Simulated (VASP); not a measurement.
# AlAs4 (P6/mmm) in VASP: notebook

AlAs4 is run at these levels: PBE; tasks: single point.

Everything below comes from runs of VASP 6.6.1. Logs are shortened: lines on timing, memory, paths and dates and some standing lists are left out, and cuts for length are marked.

**1. The cell of the first run**

The structure is hexagonal, space group P6/mmm (No. 191). Conventional cell: a = 4.852 Å, b = 4.852 Å, c = 5.382 Å, α = 90.00°, β = 90.00°, γ = 120.00°. Within 3.7 Å of Al (site symmetry 6/mmm) lie 6 As at 2.80 Å. As (site symmetry -6m2) has 5 As at 2.69 to 2.80 Å within 3.5 Å. Within 3.5 Å of As (site symmetry -6m2) lie 5 As at 2.69 to 2.80 Å and 3 Al at 2.80 Å.

**2. Single point, PBE**

Input file INCAR:

```
ALGO = Normal ; EDIFF = 1E-6
ENCUT = 500 ; GGA = PE
GGA_COMPAT = False ; ISIF = 2
ISMEAR = 0 ; LASPH = True
LCHARG = False ; LREAL = False
LWAVE = False ; NBANDS = 20
NELM = 120 ; PREC = Accurate
SIGMA = 0.2
```

Input file KPOINTS:

```
k-points
0
Gamma
  4 4 3
```

Input file POSCAR:

```
AlAs4
1.0
    4.8524666459     -0.0000000027      0.0000000000
   -2.4262333206      4.2023593877      0.0000000000
    0.0000000000      0.0000000000      5.3817787404
Al As
1 4
Direct
    0.0000000000      0.0000000000      0.5000000000
    0.3333333333      0.6666666667      0.0000000000
    0.6666666667      0.3333333333      0.0000000000
    0.3333333333      0.6666666667      0.5000000000
    0.6666666667      0.3333333333      0.5000000000
```

Potentials or basis: VASP PAW PBE potentials, release 64 (Al, As).

Command:

```sh
$ cat potpaw_PBE.64/Al/POTCAR potpaw_PBE.64/As/POTCAR > POTCAR
$ mpirun -np 1 vasp_std > vasp.out
```

OUTCAR:

```text
EDIFF = 1E-6
   ENCUT = 500
   GGA = PE
   ISIF = 2
   ISMEAR = 0
   LASPH = True
   LREAL = False
   NELM = 120
   PREC = Accurate

 ion  position               nearest neighbor table
   1  0.000  0.000  0.500-   4 2.80   5 2.80   4 2.80   5 2.80   5 2.80   4 2.80
   2  0.333  0.667  0.000-   4 2.69   4 2.69   3 2.80   3 2.80   3 2.80
   3  0.667  0.333  0.000-   5 2.69   5 2.69   2 2.80   2 2.80   2 2.80
   4  0.333  0.667  0.500-   2 2.69   2 2.69   5 2.80   1 2.80   5 2.80   1 2.80   1 2.80   5 2.80

   5  0.667  0.333  0.500-   3 2.69   3 2.69   4 2.80   1 2.80   4 2.80   1 2.80   1 2.80   4 2.80

  LATTYP: Found a hexagonal cell.
 ALAT       =     4.8524666459
 C/A-ratio  =     1.1090810372

  Lattice vectors:

 A1 = (   4.8524666459,  -0.0000000027,   0.0000000000)
 A2 = (  -2.4262333206,   4.2023593877,   0.0000000000)
 A3 = (   0.0000000000,   0.0000000000,   5.3817787404)

Analysis of symmetry for initial positions (statically):
=====================================================================
 Subroutine PRICEL returns:
 Original cell was already a primitive cell.

 Routine SETGRP: Setting up the symmetry group for a
 hexagonal supercell.

 Subroutine GETGRP returns: Found 24 space group operations
 (whereof 24 operations were pure point group operations)
 out of a pool of 24 trial point group operations.

The static configuration has the point symmetry D_6h.

Analysis of symmetry for dynamics (positions and initial velocities):
=====================================================================
 Subroutine PRICEL returns:
 Original cell was already a primitive cell.

 Routine SETGRP: Setting up the symmetry group for a
 hexagonal supercell.

 Subroutine GETGRP returns: Found 24 space group operations
 (whereof 24 operations were pure point group operations)
 out of a pool of 24 trial point group operations.

The dynamic configuration has the point symmetry D_6h.

 Subroutine INISYM returns: Found 24 space group operations
 (whereof 24 operations are pure point group operations),
 and found     1 'primitive' translations

----------------------------------------------------------------------------------------

                                     Primitive cell
[... 77 lines left out ...]
   LASPH  =      T    aspherical Exc in radial PAW
   ENCUT  =  500.0 eV  36.75 Ry    6.06 a.u.   8.85  8.85  9.81*2*pi/ulx,y,z
   NELM   =    120;   NELMIN=  2; NELMDL= -5     # of ELM steps
   EDIFF  = 0.1E-05   stopping-criterion for ELM
   LREAL  =      F    real-space projection
   EDIFFG = 0.1E-04   stopping-criterion for IOM
   NSW    =      0    number of steps for IOM
   IBRION =     -1    ionic relax: 0-MD 1-quasi-New 2-CG
   NFREE  =      0    steps in history (QN), initial steepest desc. (CG)
   ISIF   =      2    stress and relaxation
   ISYM   =      2    0-nonsym 1-usesym 2-fastsym
   POTIM  = 0.5000    time-step for ionic-motion
   TEBEG  =    0.0;   TEEND  =   0.0 temperature during run
   PSTRESS=    0.0 pullay stress
   NELECT =      23.0000    total number of electrons
   NUPDOWN=      -1.0000    fix difference up-down
   EMIN   =  10.00;   EMAX   =-10.00  energy-range for DOS
   EFERMI =   0.00;   METHOD = LEGACY
   ISMEAR =     0;   SIGMA  =   0.20  broadening in eV -4-tet -1-fermi 0-gaus
   EFERMI_NEDOS =   21; number of points for ismear=-14 and -15
   IALGO  =     38    algorithm
   IMIX   =      4    mixing-type and parameters
     AMIX     =   0.40;   BMIX     =  1.00
     AMIX_MAG =   1.60;   BMIX_MAG =  1.00
  volume/ion in A,a.u.               =      21.95       148.12
  Fermi-wavevector in a.u.,A,eV,Ry     =   0.972427  1.837620 12.865858  0.945614
  Thomas-Fermi vector in A             =   2.102724
   LORBIT       =      0    0 simple, 1 ext, 2 COOP (PROOUT), +10 PAW based schemes
   GGA     = PE    functional components
   LHFCALC =     F    Hartree Fock is set to
   AEXX    =    0.0000 exact exchange contribution
   IVDW    =     0    specifies the selected vdW correction
   LEPSILON=     F    determine dielectric tensor
   LRPA    =     F    only Hartree local field effects (RPA)
 non-spin polarized calculation
 Gauss-broadening in eV      SIGMA  =   0.20
  energy-cutoff  :      500.00
  volume of cell :      109.74
 maximum number of plane-waves:      2794
 NGX is ok and might be reduce to    36
   NGX = 17   NGY = 17   NGZ = 19

 number of electron      22.9999998 magnetization

 Free energy of the ion-electron system (eV)
  ---------------------------------------------------
  ext. energy  EPLUGINS =         0.00000000
  ---------------------------------------------------
  free energy    TOTEN  =       -21.19154600 eV

  energy without entropy =      -21.12754039  energy(sigma->0) =      -21.15954319

 E-fermi :   5.4595     XC(G=0):  -9.7183

 val. band max:        5.4452385117   @ k =   0.5000   0.0000   0.0000
 cond. band min:       5.5153961194   @ k =   0.2500   0.2500   0.3333
 fundamental gap:      0.0701576077
 Fermi energy:         5.4595100836

 k-point     1 :       0.0000    0.0000    0.0000
  band No.  band energies     occupation
      1      -9.1302      2.00000
      2      -5.7234      2.00000
      3      -4.6669      2.00000
      4      -1.2739      2.00000
      5      -1.0678      2.00000
      6       0.4830      2.00000
[... 173 lines left out ...]
     19      10.1686      0.00000
     20      10.9972      0.00000

------------------------ aborting loop because EDIFF is reached ----------------------------------------

  FORCE on cell =-STRESS in cart. coord.  units (eV):
  Direction    XX          YY          ZZ          XY          YZ          ZX
  --------------------------------------------------------------------------------------
  -------------------------------------------------------------------------------------
  Total        0.5933277      0.5933277      0.2137619      0.0000000      0.0000000     -0.0000000
  in kB        8.6621084      8.6621084      3.1207530      0.0000000      0.0000000     -0.0000000
  external PRESSURE =       6.8149899 kB  Pullay stress =       0.0000000 kB

 VOLUME and BASIS-vectors are now :
 -----------------------------------------------------------------------------
  energy-cutoff  :      500.00
  volume of cell :      109.74
      direct lattice vectors                 reciprocal lattice vectors
     4.852466646 -0.000000003  0.000000000     0.206080757  0.118980780  0.000000000
    -2.426233321  4.202359388  0.000000000     0.000000000  0.237961561  0.000000000
     0.000000000  0.000000000  5.381778740     0.000000000  0.000000000  0.185812173

 POSITION                                       TOTAL-FORCE (eV/Angst)
 -----------------------------------------------------------------------------------
      0.00000      0.00000      2.69089         0.000000     -0.000000     -0.000000
      0.00000      2.80157      0.00000         0.000000     -0.000000      0.000000
      2.42623      1.40079      0.00000        -0.000000      0.000000     -0.000000
      0.00000      2.80157      2.69089         0.000000      0.000000     -0.000000
      2.42623      1.40079      2.69089         0.000000     -0.000000     -0.000000
 -----------------------------------------------------------------------------------
    total drift:                                0.000000      0.000000      0.000000

  FREE ENERGIE OF THE ION-ELECTRON SYSTEM (eV)
  ---------------------------------------------------
  free  energy   TOTEN  =       -21.1915460026 eV

  energy  without entropy=      -21.1275403863  energy(sigma->0) =      -21.15954319
```

OSZICAR:

```text
N       E                     dE             d eps       ncg     rms          rms(c)
DAV:   1     0.746527486716E+02    0.74653E+02   -0.85446E+03   320   0.903E+02
DAV:   2    -0.152207777665E+02   -0.89874E+02   -0.86861E+02   392   0.145E+02
DAV:   3    -0.213063422131E+02   -0.60856E+01   -0.60029E+01   424   0.372E+01
DAV:   4    -0.213735395507E+02   -0.67197E-01   -0.67114E-01   388   0.443E+00
DAV:   5    -0.213744050761E+02   -0.86553E-03   -0.86550E-03   416   0.541E-01    0.475E+00
DAV:   6    -0.212207256084E+02    0.15368E+00   -0.23121E-01   352   0.190E+00    0.278E+00
DAV:   7    -0.211940249738E+02    0.26701E-01   -0.78164E-02   348   0.108E+00    0.850E-01
DAV:   8    -0.211916938579E+02    0.23311E-02   -0.61919E-03   360   0.368E-01    0.122E-01
DAV:   9    -0.211915240468E+02    0.16981E-03   -0.88666E-04   360   0.139E-01    0.532E-02
DAV:  10    -0.211915475495E+02   -0.23503E-04   -0.13684E-04   388   0.562E-02    0.211E-02
DAV:  11    -0.211915461144E+02    0.14351E-05   -0.14270E-05   352   0.158E-02    0.384E-03
DAV:  12    -0.211915460026E+02    0.11178E-06   -0.17770E-06   276   0.710E-03
   1 F= -.21191546E+02 E0= -.21159543E+02  d E =-.640056E-01
```

stdout:

```text
POSCAR found type information on POSCAR AlAs
 POSCAR found :  2 types and       5 ions
 scaLAPACK will be used
 LDA part: xc-table for (Slater+PW92), standard interpolation
 POSCAR, INCAR and KPOINTS ok, starting setup
 FFT: planning ... GRIDC
 FFT: planning ... GRID_SOFT
 FFT: planning ... GRID
 WAVECAR not read
 entering main loop
```

Wall time 34 s (1 thread of Intel Xeon 8259CL, shared host); peak memory 0.21 GiB.

What came out:

```yaml
Free_energy: -21.1915 eV
Pressure: 0.7 GPa
```

Stress tensor (GPa, compression positive):
```
0.87 0.00 0.00
0.00 0.87 0.00
0.00 0.00 0.31
```

Levels at points of the mesh, in eV from the Fermi level:
| k point | band 7 | band 8 | band 9 | band 10 | band 11 | band 12 | band 13 | band 14 | band 15 | band 16 |
| --- | --- | --- | --- | --- | --- | --- | --- | --- | --- | --- |
| (0.00, 0.00, 0.00) | -4.98 | -3.09 | -2.82 | -2.82 | -2.43 | -2.14 | -2.14 | 1.35 | 1.35 | 2.68 |
| (0.50, 0.00, 0.00) | -5.68 | -4.66 | -2.98 | -1.60 | -0.01 | 0.74 | 1.08 | 1.26 | 3.00 | 3.13 |

Caveat: the k points lie up to 0.39 Å⁻¹ apart.

**3. Single point, PBE**

This run uses another cell than the first one, of 22.03 Å³/atom, 1.004 times its volume.

Input file INCAR:

```
PREC = Accurate
ENCUT = 500
EDIFF = 1E-6
ISMEAR = 0
SIGMA = 0.2
LREAL = F
LASPH = T
NELM = 120
ALGO = Normal
ISIF = 2
LWAVE = F
LCHARG = F
GGA = PE
NBANDS = 20
GGA_COMPAT = F
```

Input file KPOINTS:

```
regular mesh
0
Gamma
  5 5 2
```

Input file POSCAR:

```
AlAs4
1.0
    4.6182174894     -0.0000000034      0.0000000000
   -2.3091087418      3.9994936677      0.0000000000
    0.0000000000      0.0000000000      5.9636932813
Al As
1 4
Direct
    0.0000000000      0.0000000000      0.5000000000
    0.3333333333      0.6666666667      0.2678546176
    0.3333333333      0.6666666667      0.7321453824
    0.6666666667      0.3333333333      0.7321453824
    0.6666666667      0.3333333333      0.2678546176
```

Potentials or basis: VASP PAW PBE potentials, release 64 (Al, As).

Command:

```sh
$ cat potpaw_PBE.64/Al/POTCAR potpaw_PBE.64/As/POTCAR > POTCAR
$ mpirun -np 1 vasp_std > vasp.out
```

OUTCAR:

```text
PREC = Accurate
   ENCUT = 500
   EDIFF = 1E-6
   ISMEAR = 0
   LREAL = F
   LASPH = T
   NELM = 120
   ISIF = 2
   GGA = PE

 ion  position               nearest neighbor table
   1  0.000  0.000  0.500-   2 3.00   3 3.00   4 3.00   5 3.00   4 3.00   5 3.00   2 3.00   3 3.00
                             4 3.00   5 3.00   2 3.00   3 3.00
   2  0.333  0.667  0.268-   5 2.67   5 2.67   5 2.67   3 2.77   1 3.00   1 3.00   1 3.00
   3  0.333  0.667  0.732-   4 2.67   4 2.67   4 2.67   2 2.77   1 3.00   1 3.00   1 3.00
   4  0.667  0.333  0.732-   3 2.67   3 2.67   3 2.67   5 2.77   1 3.00   1 3.00   1 3.00
[... 420 lines left out ...]
  -------------------------------------------------------------------------------------
  Total        0.3194139      0.3194139     -0.1201401     -0.0000000      0.0000000     -0.0000000
  in kB        4.6458981      4.6458981     -1.7474471     -0.0000000      0.0000000     -0.0000000
  external PRESSURE =       2.5147830 kB  Pullay stress =       0.0000000 kB

 VOLUME and BASIS-vectors are now :
 -----------------------------------------------------------------------------
  energy-cutoff  :      500.00
  volume of cell :      110.15
      direct lattice vectors                 reciprocal lattice vectors
     4.618217489 -0.000000003  0.000000000     0.216533761  0.125015825  0.000000000
    -2.309108742  3.999493668  0.000000000     0.000000000  0.250031650  0.000000000
     0.000000000  0.000000000  5.963693281     0.000000000  0.000000000  0.167681326

 POSITION                                       TOTAL-FORCE (eV/Angst)
 -----------------------------------------------------------------------------------
      0.00000      0.00000      2.98185        -0.000000     -0.000000      0.000000
      0.00000      2.66633      1.59740         0.000000      0.000000      0.017819
      0.00000      2.66633      4.36629         0.000000     -0.000000     -0.017819
      2.30911      1.33316      4.36629        -0.000000      0.000000     -0.017819
      2.30911      1.33316      1.59740         0.000000      0.000000      0.017819
 -----------------------------------------------------------------------------------
    total drift:                                0.000000      0.000000     -0.000000

  FREE ENERGIE OF THE ION-ELECTRON SYSTEM (eV)
  ---------------------------------------------------
  free  energy   TOTEN  =       -21.0492610082 eV

  energy  without entropy=      -20.9979250742  energy(sigma->0) =      -21.02359304
```

OSZICAR:

```text
N       E                     dE             d eps       ncg     rms          rms(c)
DAV:   1     0.773904431989E+02    0.77390E+02   -0.87765E+03   400   0.913E+02
DAV:   2    -0.148660845888E+02   -0.92257E+02   -0.89168E+02   540   0.145E+02
DAV:   3    -0.210716941716E+02   -0.62056E+01   -0.61508E+01   488   0.379E+01
DAV:   4    -0.211500740115E+02   -0.78380E-01   -0.78251E-01   512   0.477E+00
DAV:   5    -0.211512631865E+02   -0.11892E-02   -0.11890E-02   508   0.582E-01    0.452E+00
DAV:   6    -0.210662543796E+02    0.85009E-01   -0.11366E-01   456   0.141E+00    0.267E+00
DAV:   7    -0.210479928088E+02    0.18262E-01   -0.92911E-02   460   0.131E+00    0.350E-01
DAV:   8    -0.210486464547E+02   -0.65365E-03   -0.10124E-02   448   0.509E-01    0.109E-01
DAV:   9    -0.210490481788E+02   -0.40172E-03   -0.10336E-03   456   0.163E-01    0.461E-02
DAV:  10    -0.210492110435E+02   -0.16286E-03   -0.14772E-04   480   0.565E-02    0.133E-02
DAV:  11    -0.210492548342E+02   -0.43791E-04   -0.48801E-05   472   0.281E-02    0.815E-03
DAV:  12    -0.210492602063E+02   -0.53721E-05   -0.75444E-06   460   0.114E-02    0.208E-03
DAV:  13    -0.210492610082E+02   -0.80186E-06   -0.14703E-06   436   0.510E-03
   1 F= -.21049261E+02 E0= -.21023593E+02  d E =-.513359E-01
```

stdout:

```text
POSCAR found type information on POSCAR AlAs
 POSCAR found :  2 types and       5 ions
 scaLAPACK will be used
 LDA part: xc-table for (Slater+PW92), standard interpolation
 POSCAR, INCAR and KPOINTS ok, starting setup
 FFT: planning ... GRIDC
 FFT: planning ... GRID_SOFT
 FFT: planning ... GRID
 WAVECAR not read
 entering main loop
```

Run time: 42 s. Hardware: 1 thread of Intel Xeon 8259CL, shared host; peak memory 0.23 GiB.

What came out:

```yaml
Free_energy: -21.0493 eV
Pressure: 0.3 GPa
Largest_force: 0.018 eV/Å
```

Forces in eV/Å, atoms in the order of the input:
```
Al   0.000  0.000  0.000
As   0.000  0.000  0.018
As   0.000  0.000 -0.018
As   0.000  0.000 -0.018
As   0.000  0.000  0.018
```

Stress tensor (GPa, compression positive):
```
 0.46  0.00  0.00
 0.00  0.46  0.00
 0.00  0.00 -0.17
```

Caveat: the k points lie up to 0.53 Å⁻¹ apart; this functional lacks dispersion, which binds the layers, so the pressure and a relaxed spacing across them are unreliable.
